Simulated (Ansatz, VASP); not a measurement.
MgS: VASP beside Ansatz

Contents of POSCAR:

```
MgS
1.0
    0.0000000000      2.8331200468      2.8331200468
    2.8331200468      0.0000000000      2.8331200468
    2.8331200468      2.8331200468      0.0000000000
S Mg
1 1
Direct
    0.2500000000      0.2500000000      0.2500000000
    0.0000000000      0.0000000000      0.0000000000
```

The input INCAR.step1:

```
PREC = Accurate ; ENCUT = 520
EDIFF = 1E-5 ; ISMEAR = -1
SIGMA = 0.05 ; LREAL = False
LASPH = True ; NELM = 60
ALGO = Normal ; ISIF = 2
LWAVE = True ; NBANDS = 11
GGA = PE
```

File INCAR.step2:

```
PREC = Accurate ; ENCUT = 520
EDIFF = 1E-7 ; ISMEAR = -1
SIGMA = 0.05 ; LREAL = False
LASPH = True ; NELM = 60
ALGO = Normal ; ISIF = 2
LWAVE = False ; LCHARG = True
GGA = PE ; LHFCALC = True
HFSCREEN = 0.2079 ; PRECFOCK = Normal
LELF = True ; LVHAR = True
NBANDS = 11 ; ISTART = 1
```

The input KPOINTS:

```
Automatic mesh
0
Gamma
  6 6 6
```

input

```
crystal:
  lattice:
    - [0.0, 2.8331200468, 2.8331200468]
    - [2.8331200468, 0.0, 2.8331200468]
    - [2.8331200468, 2.8331200468, 0.0]
  atoms:
    - { symbol: S, position: [0.25, 0.25, 0.25] }
    - { symbol: Mg, position: [0.0, 0.0, 0.0] }
hamiltonian:
  xc: hse06
  pseudopotentials: { kind: paw }
kpoints:
  mp_grid: { grid: [6, 6, 6] }
  band_path:
    path:
      - [[0.0, 0.0, 0.0], [0.5, 0.0, 0.5], [0.5, 0.25, 0.75], [0.375, 0.375, 0.75], [0.0, 0.0, 0.0], [0.5, 0.5, 0.5], [0.625, 0.25, 0.625], [0.5, 0.25, 0.75], [0.5, 0.5, 0.5], [0.375, 0.375, 0.75]]
      - [[0.625, 0.25, 0.625], [0.5, 0.0, 0.5]]
    npoints: 4
scf:
  occupations: { method: fermi_dirac, width: 0.05 }
  n_extra_bands: 6
output:
  forces: true
  stress: true
  eigenvalues: true
  fatbands: false
```

Alike in both runs: functional HSE06; k mesh 6 × 6 × 6; occupations fermi-dirac, width 0.05 eV; no spin polarisation.

|  | VASP | Ansatz |
| --- | --- | --- |
| version | VASP 6.6.1 | Ansatz 0.2.0 |
| potentials or method | VASP PAW PBE potentials, release 64 (S, Mg) | Ansatz PAW |
| plane-wave cutoff (eV) | 520 | 420 |
| valence electrons in the cell | 8 | 16 |
| task | single point | band structure |

|  | VASP | Ansatz | Ansatz less VASP |
| --- | --- | --- | --- |
| gap on the k mesh at the Fermi level (eV) | 4.50 | 4.52 | +0.017 |
| least direct gap on the mesh (eV) | 4.50 | 4.52 | +0.017 |
| pressure (GPa) | -0.3 | -0.1 | +0.17 |

VASP's potentials hold 8 valence electrons a cell and Ansatz's 16, so a difference there can come from the potentials and not from the codes.
